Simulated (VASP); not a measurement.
# Na (P6_3/mmc) in VASP: notebook

Na is run at these levels: LDA; tasks: single point.

Program: VASP 6.6.1. These are calculated values, not measurements. Logs are shortened: lines on timing, memory, paths and dates and some standing lists are left out, and cuts for length are marked.

## 1. The cell of the first run

Symmetry: P6_3/mmc, No. 194, hexagonal system. Conventional cell: a = 3.767 Å, b = 3.767 Å, c = 6.031 Å, α = 90.00°, β = 90.00°, γ = 120.00°. Within 4.9 Å of Na (site symmetry -6m2) lie 12 Na at 3.72 to 3.77 Å.

## 2. Single point, LDA (zz strain of -2 %)

File INCAR:

```
SYSTEM = Na
PREC = Accurate ; ENCUT = 520
EDIFF = 1E-6 ; ISMEAR = -1
SIGMA = 0.05 ; LREAL = .FALSE.
LASPH = .TRUE. ; NELM = 60
ALGO = Normal ; ISIF = 2
LWAVE = .FALSE. ; LCHARG = .TRUE.
LELF = .TRUE. ; LVHAR = .TRUE.
NBANDS = 14
```

File KPOINTS:

```
Automatic mesh
0
G
  11 11 6
  0 0 0
```

File POSCAR:

```
Na
1.0
    3.7670009976      0.0000000000      0.0000000000
   -1.8835004988      3.2623185600      0.0000000000
    0.0000000000      0.0000000000      6.0309200000
Na
2
Direct
    0.3333333333      0.6666666667      0.2500000000
    0.6666666667      0.3333333333      0.7500000000
```

Potentials or basis: VASP PAW LDA potentials, release 64 (Na_pv).

Run with:

```
$ cat potpaw_LDA.64/Na_pv/POTCAR > POTCAR
$ mpirun -np 1 vasp_std > vasp.out
```

OUTCAR:

```text
SYSTEM = Na
   PREC = Accurate
   ENCUT = 520
   EDIFF = 1E-6
   ISMEAR = -1
   LREAL = .FALSE.
   LASPH = .TRUE.
   NELM = 60
   ISIF = 2

 ion  position               nearest neighbor table
   1  0.333  0.667  0.250-
   2  0.667  0.333  0.750-

  LATTYP: Found a hexagonal cell.
 ALAT       =     3.7670009976
 C/A-ratio  =     1.6009870992

  Lattice vectors:

 A1 = (   3.7670009976,   0.0000000000,   0.0000000000)
 A2 = (  -1.8835004988,   3.2623185600,   0.0000000000)
 A3 = (   0.0000000000,   0.0000000000,   6.0309200000)

Analysis of symmetry for initial positions (statically):
=====================================================================
 Subroutine PRICEL returns:
 Original cell was already a primitive cell.

 Routine SETGRP: Setting up the symmetry group for a
 hexagonal supercell.

 Subroutine GETGRP returns: Found 24 space group operations
 (whereof 12 operations were pure point group operations)
 out of a pool of 24 trial point group operations.

The static configuration has the point symmetry D_3d.
 The point group associated with its full space group is D_6h.

Analysis of symmetry for dynamics (positions and initial velocities):
=====================================================================
 Subroutine PRICEL returns:
 Original cell was already a primitive cell.

 Routine SETGRP: Setting up the symmetry group for a
 hexagonal supercell.

 Subroutine GETGRP returns: Found 24 space group operations
 (whereof 12 operations were pure point group operations)
 out of a pool of 24 trial point group operations.

The dynamic configuration has the point symmetry D_3d.
 The point group associated with its full space group is D_6h.

 Subroutine INISYM returns: Found 24 space group operations
 (whereof 12 operations are pure point group operations),
 and found     1 'primitive' translations

----------------------------------------------------------------------------------------

                                     Primitive cell

  volume of cell :      74.1149

  direct lattice vectors                    reciprocal lattice vectors
     3.767000998  0.000000000  0.000000000     0.265463163  0.153265229  0.000000000
    -1.883500499  3.262318560  0.000000000     0.000000000  0.306530457  0.000000000
     0.000000000  0.000000000  6.030920000     0.000000000  0.000000000  0.165812181

  length of vectors
     3.767000998  3.767000998  6.030920000     0.306530457  0.306530457  0.165812181

  position of ions in fractional coordinates (direct lattice)
     0.333333333  0.666666667  0.250000000
     0.666666667  0.333333333  0.750000000

  ion indices of the primitive-cell ions
   primitive index   ion index
                 1           1
                 2           2

----------------------------------------------------------------------------------------

 KPOINTS: Automatic mesh

Automatic generation of k-mesh.
 Grid dimensions read from file:
 generate k-points for:   11   11    6

 Generating k-lattice:

  Cartesian coordinates                     Fractional coordinates (reciprocal lattice)
     0.024133015  0.013933203  0.000000000     0.090909091  0.000000000  0.000000000
     0.000000000  0.027866405  0.000000000     0.000000000  0.090909091  0.000000000
     0.000000000  0.000000000  0.027635364     0.000000000  0.000000000  0.166666667

  Length of vectors
     0.027866405  0.027866405  0.027635364

  Shift w.r.t. Gamma in fractional coordinates (k-lattice)
     0.000000000  0.000000000  0.000000000

 Subroutine IBZKPT returns following result:
 ===========================================

 Found     64 irreducible k-points:

 Following reciprocal coordinates:
            Coordinates               Weight
  0.000000  0.000000  0.000000      1.000000
  0.090909  0.000000  0.000000      6.000000
  0.181818  0.000000  0.000000      6.000000
  0.272727  0.000000  0.000000      6.000000
  0.363636  0.000000  0.000000      6.000000
  0.454545  0.000000  0.000000      6.000000
[... 16 lines left out ...]
  0.090909  0.090909  0.166667     12.000000
  0.181818  0.090909  0.166667     24.000000
 [... further k-points ...]
   k-points           NKPTS =     64   k-points in BZ     NKDIM =     64   number of bands    NBANDS=     14
   number of dos      NEDOS =    301   number of ions     NIONS =      2
   total plane-waves  NPLWV =  37632
   dimension x,y,z NGX =    28 NGY =   28 NGZ =   48
   dimension x,y,z NGXF=    56 NGYF=   56 NGZF=   96
   ions per type =               2
   NGX,Y,Z   is equivalent  to a cutoff of  12.36, 12.36, 13.23 a.u.
   NGXF,Y,Z  is equivalent  to a cutoff of  24.71, 24.71, 26.46 a.u.
 SYSTEM =  Na
   PREC   = accura    normal or accurate (medium, high low for compatibility)
   ISTART =      0    job   : 0-new  1-cont  2-samecut
   ICHARG =      2    charge: 1-file 2-atom 10-const
   ISPIN  =      1    spin polarized calculation?
   LNONCOLLINEAR =      F non collinear calculations
   LSORBIT =      F    spin-orbit coupling
   LASPH  =      T    aspherical Exc in radial PAW
   ENCUT  =  520.0 eV  38.22 Ry    6.18 a.u.   7.00  7.00 11.21*2*pi/ulx,y,z
   NELM   =     60;   NELMIN=  2; NELMDL= -5     # of ELM steps
   EDIFF  = 0.1E-05   stopping-criterion for ELM
   LREAL  =      F    real-space projection
   EDIFFG = 0.1E-04   stopping-criterion for IOM
   NSW    =      0    number of steps for IOM
   IBRION =     -1    ionic relax: 0-MD 1-quasi-New 2-CG
   NFREE  =      0    steps in history (QN), initial steepest desc. (CG)
   ISIF   =      2    stress and relaxation
   ISYM   =      2    0-nonsym 1-usesym 2-fastsym
   POTIM  = 0.5000    time-step for ionic-motion
   TEBEG  =    0.0;   TEEND  =   0.0 temperature during run
   PSTRESS=    0.0 pullay stress
   NELECT =      14.0000    total number of electrons
   NUPDOWN=      -1.0000    fix difference up-down
   EMIN   =  10.00;   EMAX   =-10.00  energy-range for DOS
   EFERMI =   0.00;   METHOD = LEGACY
   ISMEAR =    -1;   SIGMA  =   0.05  broadening in eV -4-tet -1-fermi 0-gaus
   EFERMI_NEDOS =   21; number of points for ismear=-14 and -15
   IALGO  =     38    algorithm
   IMIX   =      4    mixing-type and parameters
     AMIX     =   0.40;   BMIX     =  1.00
     AMIX_MAG =   1.60;   BMIX_MAG =  1.00
  volume/ion in A,a.u.               =      37.06       250.08
  Fermi-wavevector in a.u.,A,eV,Ry     =   0.939324  1.775066 12.004834  0.882330
  Thomas-Fermi vector in A             =   2.066625
   LORBIT       =      0    0 simple, 1 ext, 2 COOP (PROOUT), +10 PAW based schemes
   GGA     = CA    functional components
   LHFCALC =     F    Hartree Fock is set to
   AEXX    =    0.0000 exact exchange contribution
   IVDW    =     0    specifies the selected vdW correction
   LEPSILON=     F    determine dielectric tensor
   LRPA    =     F    only Hartree local field effects (RPA)
 non-spin polarized calculation
  energy-cutoff  :      520.00
  volume of cell :       74.11
 maximum number of plane-waves:      2015
 NGX is ok and might be reduce to    28
   NGX = 13   NGY = 13   NGZ = 23

 number of electron      13.9999997 magnetization

 Free energy of the ion-electron system (eV)
  ---------------------------------------------------
  ext. energy  EPLUGINS =         0.00000000
  ---------------------------------------------------
  free energy    TOTEN  =        -2.88630927 eV

  energy without entropy =       -2.87456872  energy(sigma->0) =       -2.88043899

 E-fermi :   0.1824     XC(G=0):  -6.7283

 val. band max:        0.1555314344   @ k =   0.3636   0.1818   0.0000
 cond. band min:       0.2202697151   @ k =   0.1818   0.0000   0.1667
 fundamental gap:      0.0647382807
 Fermi energy:         0.1823708442

 k-point     1 :       0.0000    0.0000    0.0000
  band No.  band energies     occupation
      1     -24.8166      2.00000
      2     -24.7850      2.00000
      3     -24.7850      2.00000
      4     -24.7794      2.00000
      5     -24.7794      2.00000
      6     -24.7790      2.00000
      7      -3.1234      2.00000
      8       0.8295      0.00000
      9       1.1972      0.00000
     10       9.9501      0.00000
     11       9.9501      0.00000
     12      10.2201      0.00000
     13      10.2201      0.00000
     14      10.6478      0.00000

 k-point     2 :       0.0909    0.0000    0.0000
  band No.  band energies     occupation
      1     -24.8157      2.00000
      2     -24.7870      2.00000
      3     -24.7856      2.00000
      4     -24.7815      2.00000
      5     -24.7797      2.00000
      6     -24.7794      2.00000
      7      -3.0026      2.00000
      8       0.9361      0.00000
      9       1.3149      0.00000
     10       8.1302      0.00000
     11       9.0913      0.00000
     12       9.5694      0.00000
     13      11.2277      0.00000
     14      11.5889      0.00000

 k-point     3 :       0.1818    0.0000    0.0000
  band No.  band energies     occupation
      1     -24.8130      2.00000
      2     -24.7923      2.00000
      3     -24.7874      2.00000
      4     -24.7869      2.00000
      5     -24.7807      2.00000
      6     -24.7806      2.00000
      7      -2.6421      2.00000
      8       1.2564      0.00000
      9       1.6622      0.00000
     10       6.1259      0.00000
     11       8.3034      0.00000
     12       8.5473      0.00000
     13       9.5989      0.00000
     14      10.6810      0.00000
[... 324 lines left out ...]
 k-point    23 :       0.0909    0.0909    0.1667
  band No.  band energies     occupation
      1     -24.8119      2.00000
      2     -24.7896      2.00000
      3     -24.7880      2.00000
      4     -24.7856      2.00000
      5     -24.7810      2.00000
      6     -24.7810      2.00000
      7      -2.6440      2.00000
      8       0.1071      1.63685
      9       2.7858      0.00000
     10       7.1285      0.00000
     11       7.4654      0.00000
     12       9.6313      0.00000
     13       9.7129      0.00000
     14      10.3449      0.00000

 k-point    24 :       0.1818    0.0909    0.1667
  band No.  band energies     occupation
      1     -24.8095      2.00000
      2     -24.7950      2.00000
      3     -24.7934      2.00000
      4     -24.7882      2.00000
      5     -24.7827      2.00000
      6     -24.7821      2.00000
      7      -2.1672      2.00000
      8       0.5581      0.00109
      9       3.2001      0.00000
     10       5.3644      0.00000
     11       6.5416      0.00000
     12       7.9272      0.00000
     13       9.0264      0.00000
     14       9.9614      0.00000

 [... further k-points ...]
[... 5 lines left out ...]
  --------------------------------------------------------------------------------------
  -------------------------------------------------------------------------------------
  Total       -0.3947839     -0.3947839     -0.2254006      0.0000000      0.0000000      0.0000000
  in kB       -8.5342307     -8.5342307     -4.8725906      0.0000000      0.0000000      0.0000000
  external PRESSURE =      -7.3136840 kB  Pullay stress =       0.0000000 kB

 VOLUME and BASIS-vectors are now :
 -----------------------------------------------------------------------------
  energy-cutoff  :      520.00
  volume of cell :       74.11
      direct lattice vectors                 reciprocal lattice vectors
     3.767000998  0.000000000  0.000000000     0.265463163  0.153265229  0.000000000
    -1.883500499  3.262318560  0.000000000     0.000000000  0.306530457  0.000000000
     0.000000000  0.000000000  6.030920000     0.000000000  0.000000000  0.165812181

 POSITION                                       TOTAL-FORCE (eV/Angst)
 -----------------------------------------------------------------------------------
     -0.00000      2.17488      1.50773        -0.000000      0.000000      0.000000
      1.88350      1.08744      4.52319         0.000000     -0.000000      0.000000
 -----------------------------------------------------------------------------------
    total drift:                                0.000000     -0.000000      0.000000

  FREE ENERGIE OF THE ION-ELECTRON SYSTEM (eV)
  ---------------------------------------------------
  free  energy   TOTEN  =        -2.8863092660 eV

  energy  without entropy=       -2.8745687230  energy(sigma->0) =       -2.88043899
```

Wall time 17 s (1 thread of Intel Xeon Platinum 8559C (Emerald Rapids), shared host); peak memory 0.18 GiB.

Results:

* Free energy: -2.8863 eV
* Pressure: -0.7 GPa
* Band gap on the k mesh: zero (band 7 reaches 1.93 eV, above the bottom of band 8 at -2.06 eV)

Caveat: the cell differs from its parent crystal (zz strain of -2 %).

## 3. Single point, LDA (equal xx and yy strain of -1 %)

File INCAR:

```
ALGO = Normal
EDIFF = 1E-6
ENCUT = 520
GGA = CA
ISIF = 2
ISMEAR = -1
LASPH = T
LCHARG = F
LREAL = F
LWAVE = F
NBANDS = 14
NELM = 60
PREC = Accurate
SIGMA = 0.05
```

File KPOINTS:

```
k-points
0
Gamma
  11 11 6
```

File POSCAR:

```
Na
1.0
    3.7293309876      0.0000000000      0.0000000000
   -1.8646654938      3.2296953744      0.0000000000
    0.0000000000      0.0000000000      6.1540000000
Na
2
Direct
    0.3333333333      0.6666666667      0.2500000000
    0.6666666667      0.3333333333      0.7500000000
```

Potentials or basis: VASP PAW LDA potentials, release 64 (Na_pv).

Run with:

```
$ cat potpaw_LDA.64/Na_pv/POTCAR > POTCAR
$ mpirun -np 1 vasp_std > vasp.out
```

Run time: 17 s. Hardware: 1 thread of Intel Xeon Platinum 8559C (Emerald Rapids), shared host; peak memory 0.18 GiB.

Results (log left out):

| Item | Value |
| --- | --- |
| Free energy | -2.8891 eV |
| Pressure | -0.7 GPa |
| Band gap on the k mesh | zero (band 7 reaches 1.97 eV, above the bottom of band 8 at -2.11 eV) |

Stress tensor (GPa, compression positive):
```
-0.80  0.00  0.00
 0.00 -0.80  0.00
 0.00  0.00 -0.60
```

Levels at points of the mesh, in eV from the Fermi level:
```tsv
k point	band 3	band 4	band 5	band 6	band 7	band 8	band 9	band 10	band 11	band 12
(0.00, 0.00, 0.00)	-24.96	-24.96	-24.96	-24.96	-3.30	0.52	0.83	10.01	10.01	10.32
(0.00, 0.00, 0.50)	-24.96	-24.96	-24.96	-24.96	-2.29	-2.29	5.37	5.37	10.59	10.59
```

Caveat: the cell differs from its parent crystal (equal xx and yy strain of -1 %).

## 4. Single point, LDA (volume scaled by 0.99)

File INCAR:

```
SYSTEM = Na
PREC = Accurate
ENCUT = 520
EDIFF = 1E-7
ISMEAR = -1
SIGMA = 0.05
LREAL = .FALSE.
LASPH = .TRUE.
NELM = 60
ALGO = Normal
ISIF = 2
LWAVE = .FALSE.
LCHARG = .TRUE.
LELF = .TRUE.
LVHAR = .TRUE.
NBANDS = 14
```

File KPOINTS:

```
regular mesh
0
G
  11 11 6
  0 0 0
```

File POSCAR:

```
Na
1.0
    3.7544022380      0.0000000000      0.0000000000
   -1.8772011190      3.2514077141      0.0000000000
    0.0000000000      0.0000000000      6.1334179065
Na
2
Direct
    0.3333333333      0.6666666667      0.2500000000
    0.6666666667      0.3333333333      0.7500000000
```

Potentials or basis: VASP PAW LDA potentials, release 64 (Na_pv).

Run with:

```
$ cat potpaw_LDA.64/Na_pv/POTCAR > POTCAR
$ mpirun -np 1 vasp_std > vasp.out
```

OUTCAR:

```text
SYSTEM = Na
   PREC = Accurate
   ENCUT = 520
   EDIFF = 1E-7
   ISMEAR = -1
   LREAL = .FALSE.
   LASPH = .TRUE.
   NELM = 60
   ISIF = 2

 ion  position               nearest neighbor table
   1  0.333  0.667  0.250-
   2  0.667  0.333  0.750-

  LATTYP: Found a hexagonal cell.
 ALAT       =     3.7544022380
 C/A-ratio  =     1.6336603053

  Lattice vectors:

 A1 = (   3.7544022380,   0.0000000000,   0.0000000000)
 A2 = (  -1.8772011190,   3.2514077141,   0.0000000000)
 A3 = (   0.0000000000,   0.0000000000,   6.1334179065)

Analysis of symmetry for initial positions (statically):
=====================================================================
 Subroutine PRICEL returns:
 Original cell was already a primitive cell.

 Routine SETGRP: Setting up the symmetry group for a
 hexagonal supercell.

 Subroutine GETGRP returns: Found 24 space group operations
 (whereof 12 operations were pure point group operations)
 out of a pool of 24 trial point group operations.

The static configuration has the point symmetry D_3d.
 The point group associated with its full space group is D_6h.

[... 165 lines left out ...]
 fundamental gap:      0.0383570432
 Fermi energy:         0.1522125861

 k-point     1 :       0.0000    0.0000    0.0000
  band No.  band energies     occupation
      1     -24.8481      2.00000
      2     -24.8193      2.00000
      3     -24.8193      2.00000
      4     -24.8145      2.00000
      5     -24.8145      2.00000
      6     -24.8137      2.00000
      7      -3.1299      2.00000
      8       0.7113      0.00003
      9       1.0345      0.00000
     10      10.0295      0.00000
     11      10.0295      0.00000
     12      10.3110      0.00000
     13      10.3110      0.00000
     14      10.5619      0.00000
[... 377 lines left out ...]
      1     -24.8415      2.00000
      2     -24.8297      2.00000
      3     -24.8283      2.00000
      4     -24.8226      2.00000
      5     -24.8178      2.00000
      6     -24.8167      2.00000
      7      -2.1722      2.00000
      8       0.4664      0.00373
      9       3.0271      0.00000
     10       5.4008      0.00000
     11       6.5821      0.00000
     12       7.8969      0.00000
     13       8.9906      0.00000
     14       9.9646      0.00000

 [... further k-points ...]
[... 5 lines left out ...]
  --------------------------------------------------------------------------------------
  -------------------------------------------------------------------------------------
  Total       -0.4389330     -0.4389330     -0.3109635      0.0000000     -0.0000000      0.0000000
  in kB       -9.3927769     -9.3927769     -6.6543438      0.0000000     -0.0000000      0.0000000
  external PRESSURE =      -8.4799659 kB  Pullay stress =       0.0000000 kB

 VOLUME and BASIS-vectors are now :
 -----------------------------------------------------------------------------
  energy-cutoff  :      520.00
  volume of cell :       74.87
      direct lattice vectors                 reciprocal lattice vectors
     3.754402238  0.000000000  0.000000000     0.266353986  0.153779545  0.000000000
    -1.877201119  3.251407714  0.000000000     0.000000000  0.307559091  0.000000000
     0.000000000  0.000000000  6.133417907     0.000000000  0.000000000  0.163041230

 POSITION                                       TOTAL-FORCE (eV/Angst)
 -----------------------------------------------------------------------------------
     -0.00000      2.16761      1.53335         0.000000     -0.000000      0.000000
      1.87720      1.08380      4.60006        -0.000000      0.000000      0.000000
 -----------------------------------------------------------------------------------
    total drift:                                0.000000     -0.000000      0.000000

  FREE ENERGIE OF THE ION-ELECTRON SYSTEM (eV)
  ---------------------------------------------------
  free  energy   TOTEN  =        -2.8845557042 eV

  energy  without entropy=       -2.8735420339  energy(sigma->0) =       -2.87904887
```

Wall time 20 s (1 thread of Intel Xeon Platinum 8559C (Emerald Rapids), shared host); peak memory 0.18 GiB.

Results:

| Quantity | Value |
| --- | --- |
| Free energy | -2.8846 eV |
| Pressure | -0.8 GPa |
| Band gap on the k mesh | zero (band 7 reaches 1.92 eV, above the bottom of band 8 at -2.11 eV) |

Levels at points of the mesh, in eV from the Fermi level:
| k point | band 5 | band 6 | band 7 | band 8 | band 9 | band 10 |
| --- | --- | --- | --- | --- | --- | --- |
| (0.00, 0.00, 0.00) | -24.97 | -24.97 | -3.28 | 0.56 | 0.88 | 9.88 |
| (0.00, 0.00, 0.50) | -24.97 | -24.97 | -2.26 | -2.26 | 5.45 | 5.45 |

(Part 1 of 2 ends here.)
